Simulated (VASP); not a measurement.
# Li3TaO4 (I4/mmm) in VASP: relaxation of shape and atoms at fixed volume with PBEsol

Aim: the relaxation of shape and atoms at fixed volume of Li3TaO4 with PBEsol.

Everything below comes from runs of VASP 6.6.1. Logs are shortened: lines on timing, memory, paths and dates and some standing lists are left out, and cuts for length are marked.

### 1 The cell of the first run

It takes space group I4/mmm (No. 139, tetragonal). Conventional cell: a = 4.125 Å, b = 4.125 Å, c = 8.590 Å, α = 90.00°, β = 90.00°, γ = 90.00°. Within 2.7 Å of Li (site symmetry 4/mmm) lie 6 O at 2.06 to 2.36 Å. Within 2.7 Å of Li (site symmetry -4m2) lie 6 O at 2.07 to 2.15 Å. Ta (site symmetry 4/mmm) has 6 O at 1.94 to 2.06 Å within 2.6 Å. Within 2.7 Å of O (site symmetry mmm) lie 4 Li at 2.06 to 2.15 Å and 2 Ta at 2.06 Å. O (site symmetry 4mm) has 1 Ta at 1.94 Å and 5 Li at 2.07 to 2.36 Å within 2.6 Å.

### 2 Relaxation of shape and atoms at fixed volume, PBEsol (volume scaled by 1.03)

Contents of INCAR:

```
SYSTEM = Li3TaO4
PREC     = Accurate       ! precision mode
ENCUT    = 600            ! plane-wave cutoff, eV
EDIFF    = 1E-7           ! SCF threshold, eV
ISMEAR   = 0              ! smearing method
SIGMA    = 0.02           ! smearing width, eV
LREAL    = .FALSE.        ! projectors in reciprocal space
LASPH    = .TRUE.         ! aspherical terms in the spheres
NELM     = 60             ! most SCF steps
ALGO     = Normal         ! electronic algorithm
ISIF     = 4              ! what is computed and relaxed
LWAVE    = .FALSE.        ! write WAVECAR
LCHARG   = .FALSE.        ! write CHGCAR
GGA      = PS             ! functional
IBRION   = 2              ! ionic algorithm
NSW      = 50             ! ionic steps
EDIFFG   = -0.01          ! ionic threshold
```

Contents of KPOINTS:

```
Automatic mesh
0
G
  10 10 10
  0 0 0
```

Contents of POSCAR:

```
Li3TaO4
1.0
   -2.0624861834      2.0624861834      4.2950705423
    2.0624861834     -2.0624861834      4.2950705423
    2.0624861834      2.0624861834     -4.2950705423
Li Ta O
3 1 4
Direct
    0.5000000000      0.5000000000      0.0000000000
    0.2500000000      0.7500000000      0.5000000000
    0.7500000000      0.2500000000      0.5000000000
    0.0000000000      0.0000000000      0.0000000000
    0.0000000000      0.5000000000      0.5000000000
    0.7742593287      0.7742593287      0.0000000000
    0.5000000000      0.0000000000      0.5000000000
    0.2257406713      0.2257406713      0.0000000000
```

Potentials or basis: VASP PAW PBE potentials, release 64 (Li_sv, Ta_pv, O).

Command:

```console
> cat potpaw_PBE.64/Li_sv/POTCAR potpaw_PBE.64/Ta_pv/POTCAR potpaw_PBE.64/O/POTCAR > POTCAR
> mpirun -np 1 vasp_std > vasp.out
```

OUTCAR:

```text
SYSTEM = Li3TaO4
   PREC = Accurate
   ENCUT = 600
   EDIFF = 1E-7
   ISMEAR = 0
   LREAL = .FALSE.
   LASPH = .TRUE.
   NELM = 60
   ISIF = 4
   GGA = PS
   IBRION = 2
   NSW = 50
   EDIFFG = -0.01

 ion  position               nearest neighbor table
   1  0.500  0.500  0.000-   5 2.06   7 2.06   7 2.06   5 2.06   4 2.92   4 2.92   4 2.92   4 2.92

   2  0.250  0.750  0.500-   6 2.07   8 2.07   6 2.07   8 2.07   7 2.15   5 2.15   4 2.98   4 2.98
                             4 2.98   4 2.98
   3  0.750  0.250  0.500-   6 2.07   8 2.07   6 2.07   8 2.07   7 2.15   5 2.15   4 2.98   4 2.98
                             4 2.98   4 2.98
   4  0.000  0.000  0.000-   6 1.94   8 1.94   7 2.06   5 2.06   5 2.06   7 2.06   1 2.92   1 2.92
                             1 2.92   1 2.92   3 2.98   2 2.98   3 2.98   3 2.98   2 2.98   2 2.98
   5  0.000  0.500  0.500-   1 2.06   4 2.06   4 2.06   1 2.06   3 2.15   2 2.15
   6  0.774  0.774  0.000-   4 1.94   3 2.07   2 2.07   3 2.07   2 2.07
   7  0.500  0.000  0.500-   1 2.06   4 2.06   1 2.06   4 2.06   3 2.15   2 2.15
   8  0.226  0.226  0.000-   4 1.94   2 2.07   3 2.07   2 2.07   3 2.07

  LATTYP: Found a body centered tetragonal cell.
 ALAT       =     4.1249723668
 C/A-ratio  =     2.0824723951

  Lattice vectors:

 A1 = (  -2.0624861834,   2.0624861834,   4.2950705423)
 A2 = (   2.0624861834,  -2.0624861834,   4.2950705423)
 A3 = (   2.0624861834,   2.0624861834,  -4.2950705423)

Analysis of symmetry for initial positions (statically):
=====================================================================
 Subroutine PRICEL returns:
 Original cell was already a primitive cell.

 Routine SETGRP: Setting up the symmetry group for a
 body centered tetragonal supercell.

 Subroutine GETGRP returns: Found 16 space group operations
 (whereof 16 operations were pure point group operations)
 out of a pool of 16 trial point group operations.

The static configuration has the point symmetry D_4h.

Analysis of symmetry for dynamics (positions and initial velocities):
=====================================================================
 Subroutine PRICEL returns:
 Original cell was already a primitive cell.

 Routine SETGRP: Setting up the symmetry group for a
 body centered tetragonal supercell.

 Subroutine GETGRP returns: Found 16 space group operations
 (whereof 16 operations were pure point group operations)
 out of a pool of 16 trial point group operations.

The dynamic configuration has the point symmetry D_4h.

 Subroutine INISYM returns: Found 16 space group operations
 (whereof 16 operations are pure point group operations),
 and found     1 'primitive' translations

----------------------------------------------------------------------------------------

                                     Primitive cell

  volume of cell :      73.0823

  direct lattice vectors                    reciprocal lattice vectors
    -2.062486183  2.062486183  4.295070542     0.000000000  0.242425866  0.116412523
     2.062486183 -2.062486183  4.295070542     0.242425866  0.000000000  0.116412523
     2.062486183  2.062486183 -4.295070542     0.242425866  0.242425866  0.000000000

  length of vectors
     5.191852220  5.191852220  5.191852220     0.268927827  0.268927827  0.342841948

  position of ions in fractional coordinates (direct lattice)
     0.500000000  0.500000000  0.000000000
     0.250000000  0.750000000  0.500000000
     0.750000000  0.250000000  0.500000000
     0.000000000  0.000000000  0.000000000
     0.000000000  0.500000000  0.500000000
     0.774259329  0.774259329  0.000000000
     0.500000000  0.000000000  0.500000000
     0.225740671  0.225740671  0.000000000

  ion indices of the primitive-cell ions
   primitive index   ion index
                 1           1
                 2           2
                 3           3
                 4           4
                 5           5
                 6           6
                 7           7
                 8           8

----------------------------------------------------------------------------------------

 KPOINTS: Automatic mesh

Automatic generation of k-mesh.
 Grid dimensions read from file:
 generate k-points for:   10   10   10

 Generating k-lattice:

  Cartesian coordinates                     Fractional coordinates (reciprocal lattice)
     0.000000000  0.024242587  0.011641252     0.100000000  0.000000000  0.000000000
     0.024242587  0.000000000  0.011641252     0.000000000  0.100000000  0.000000000
     0.024242587  0.024242587  0.000000000     0.000000000  0.000000000  0.100000000

  Length of vectors
     0.026892783  0.026892783  0.034284195

  Shift w.r.t. Gamma in fractional coordinates (k-lattice)
     0.000000000  0.000000000  0.000000000

 Subroutine IBZKPT returns following result:
 ===========================================

 Found    102 irreducible k-points:

 Following reciprocal coordinates:
            Coordinates               Weight
  0.000000  0.000000  0.000000      1.000000
  0.100000  0.000000 -0.000000      8.000000
  0.200000  0.000000 -0.000000      8.000000
  0.300000 -0.000000  0.000000      8.000000
  0.400000  0.000000 -0.000000      8.000000
  0.500000  0.000000 -0.000000      4.000000
[... 16 lines left out ...]
  0.300000  0.300000 -0.000000      8.000000
  0.400000  0.300000 -0.000000     16.000000
 [... further k-points ...]
   k-points           NKPTS =    102   k-points in BZ     NKDIM =    102   number of bands    NBANDS=     27
   number of dos      NEDOS =    301   number of ions     NIONS =      8
   total plane-waves  NPLWV =  74088
   dimension x,y,z NGX =    42 NGY =   42 NGZ =   42
   dimension x,y,z NGXF=    84 NGYF=   84 NGZF=   84
   ions per type =               3   1   4
   NGX,Y,Z   is equivalent  to a cutoff of  13.45, 13.45, 13.45 a.u.
   NGXF,Y,Z  is equivalent  to a cutoff of  26.90, 26.90, 26.90 a.u.
 SYSTEM =  Li3TaO4
   PREC   = accura    normal or accurate (medium, high low for compatibility)
   ISTART =      0    job   : 0-new  1-cont  2-samecut
   ICHARG =      2    charge: 1-file 2-atom 10-const
   ISPIN  =      1    spin polarized calculation?
   LNONCOLLINEAR =      F non collinear calculations
   LSORBIT =      F    spin-orbit coupling
   LASPH  =      T    aspherical Exc in radial PAW
   ENCUT  =  600.0 eV  44.10 Ry    6.64 a.u.  10.37 10.37 10.37*2*pi/ulx,y,z
   NELM   =     60;   NELMIN=  2; NELMDL= -5     # of ELM steps
   EDIFF  = 0.1E-06   stopping-criterion for ELM
   LREAL  =      F    real-space projection
   EDIFFG = -.1E-01   stopping-criterion for IOM
   NSW    =     50    number of steps for IOM
   IBRION =      2    ionic relax: 0-MD 1-quasi-New 2-CG
   NFREE  =      1    steps in history (QN), initial steepest desc. (CG)
   ISIF   =      4    stress and relaxation
   ISYM   =      2    0-nonsym 1-usesym 2-fastsym
   POTIM  = 0.5000    time-step for ionic-motion
   TEBEG  =    0.0;   TEEND  =   0.0 temperature during run
   PSTRESS=    0.0 pullay stress
   NELECT =      44.0000    total number of electrons
   NUPDOWN=      -1.0000    fix difference up-down
   EMIN   =  10.00;   EMAX   =-10.00  energy-range for DOS
   EFERMI =   0.00;   METHOD = LEGACY
   ISMEAR =     0;   SIGMA  =   0.02  broadening in eV -4-tet -1-fermi 0-gaus
   EFERMI_NEDOS =   21; number of points for ismear=-14 and -15
   IALGO  =     38    algorithm
   IMIX   =      4    mixing-type and parameters
     AMIX     =   0.40;   BMIX     =  1.00
     AMIX_MAG =   1.60;   BMIX_MAG =  1.00
  volume/ion in A,a.u.               =       9.14        61.65
  Fermi-wavevector in a.u.,A,eV,Ry     =   1.382361  2.612284 25.999686  1.910923
  Thomas-Fermi vector in A             =   2.507060
   LORBIT       =      0    0 simple, 1 ext, 2 COOP (PROOUT), +10 PAW based schemes
   GGA     = PS    functional components
   LHFCALC =     F    Hartree Fock is set to
   AEXX    =    0.0000 exact exchange contribution
   IVDW    =     0    specifies the selected vdW correction
   LEPSILON=     F    determine dielectric tensor
   LRPA    =     F    only Hartree local field effects (RPA)
 conjugate gradient relaxation of ions
 non-spin polarized calculation
 Gauss-broadening in eV      SIGMA  =   0.02
  energy-cutoff  :      600.00
  volume of cell :       73.08
 maximum number of plane-waves:      2473
 NGX is ok and might be reduce to    42
   NGX = 21   NGY = 21   NGZ = 21

--------------------------------------- Ionic step        1  -------------------------------------------

 number of electron      44.0000004 magnetization

 Free energy of the ion-electron system (eV)
  ---------------------------------------------------
  ext. energy  EPLUGINS =         0.00000000
  ---------------------------------------------------
  free energy    TOTEN  =       -59.19457938 eV

  energy without entropy =      -59.19457938  energy(sigma->0) =      -59.19457938

------------------------ aborting loop because EDIFF is reached ----------------------------------------

  FORCE on cell =-STRESS in cart. coord.  units (eV):
  Direction    XX          YY          ZZ          XY          YZ          ZX
  --------------------------------------------------------------------------------------
  -------------------------------------------------------------------------------------
  Total       -2.3241660     -2.3241660     -2.5362699      0.0000000     -0.0000000      0.0000000
  in kB      -50.9524821    -50.9524821    -55.6024157      0.0000000     -0.0000000      0.0000000
  external PRESSURE =     -52.5024600 kB  Pullay stress =       0.0000000 kB
[... 153 lines left out ...]
  energy  without entropy=      -59.2046889611  energy(sigma->0) =      -59.20468896

--------------------------------------- Ionic step        5  -------------------------------------------

 number of electron      43.9999997 magnetization

 Free energy of the ion-electron system (eV)
  ---------------------------------------------------
  ext. energy  EPLUGINS =         0.00000000
  ---------------------------------------------------
  free energy    TOTEN  =       -59.20859581 eV

  energy without entropy =      -59.20859581  energy(sigma->0) =      -59.20859581

 E-fermi :   2.6473     XC(G=0): -11.1115

 val. band max:        2.4736195643   @ k =   0.3000   0.3000   0.2000
 cond. band min:       3.9993776597   @ k =   0.0000   0.0000   0.0000
 fundamental gap:      1.5257580954
 Fermi energy:         2.6472676580

 k-point     1 :       0.0000    0.0000    0.0000
  band No.  band energies     occupation
      1     -40.4966      2.00000
      2     -39.4313      2.00000
      3     -39.3992      2.00000
      4     -31.8170      2.00000
      5     -31.8170      2.00000
      6     -31.6062      2.00000
[... 709 lines left out ...]
     26      10.6134      0.00000
     27      10.9446      0.00000

 [... further k-points ...]
[... 5 lines left out ...]
  --------------------------------------------------------------------------------------
  -------------------------------------------------------------------------------------
  Total       -1.2214216     -1.2214216     -1.1925717      0.0000000      0.0000000      0.0000000
  in kB      -26.7771153    -26.7771153    -26.1446421      0.0000000      0.0000000      0.0000000
  external PRESSURE =     -26.5662909 kB  Pullay stress =       0.0000000 kB
[... 23 lines left out ...]
  FREE ENERGIE OF THE ION-ELECTRON SYSTEM (eV)
  ---------------------------------------------------
  free  energy   TOTEN  =       -59.2085958054 eV

  energy  without entropy=      -59.2085958054  energy(sigma->0) =      -59.20859581

 reached required accuracy - stopping structural energy minimisation
```

It took 22 min on 1 thread of Intel Xeon 6975P-C, shared host; peak memory 0.43 GiB.

Results:

```yaml
Free_energy: -59.2086 eV
Energy_gained_by_relaxing: 1.8 meV/atom
Ionic_steps: 5
Pressure_after_relaxing: -2.7 GPa
Largest_force_after_relaxing: 0.005 eV/Å
Band_gap_on_the_k_mesh: 1.53 eV, indirect (least direct gap 1.58 eV)
```

Forces in eV/Å, atoms in the order of the input:
```
Li   0.000  0.000  0.000
Li   0.000  0.000  0.000
Li   0.000  0.000  0.000
Ta   0.000  0.000  0.000
O    0.000  0.000  0.000
O    0.000  0.000 -0.005
O    0.000  0.000  0.000
O    0.000  0.000  0.005
```

Step by step:
| step | energy change (eV) | largest force (eV/Å) | pressure (GPa) | volume (Å³) |
| --- | --- | --- | --- | --- |
| 1 | 0.0000 | 0.4182 | -5.25 | 73.08 |
| 2 | -0.0041 | 0.1935 | -3.52 | 73.08 |
| 3 | -0.0057 | 0.0245 | -4.13 | 73.08 |
| 4 | -0.0101 | 0.0152 | -3.68 | 73.08 |
| 5 | -0.0140 | 0.0046 | -2.66 | 73.08 |

Final structure:
```xyz
8
Lattice="-2.0496 2.0496 4.3493 2.0496 -2.0496 4.3493 2.0496 2.0496 -4.3493" Properties=species:S:1:pos:R:3 pbc="T T T"
Li    0.0000    0.0000    4.3493
Li    2.0496    0.0000    2.1746
Li    0.0000    2.0496    2.1746
Ta    0.0000    0.0000    0.0000
O     2.0496    0.0000    0.0000
O     0.0000    0.0000    6.7719
O     0.0000    2.0496    0.0000
O     0.0000    0.0000    1.9267
```

Caveat: the cell differs from its parent crystal (volume scaled by 1.03); the cutoff is under 1.25 times the usual one of these potentials, so pressure, stress and relaxed cells hold a basis-set (Pulay) error; the PAW data sets were made with another functional, which shifts forces and pressure a little; spin-orbit coupling is left out, which moves the levels of the heavy elements.
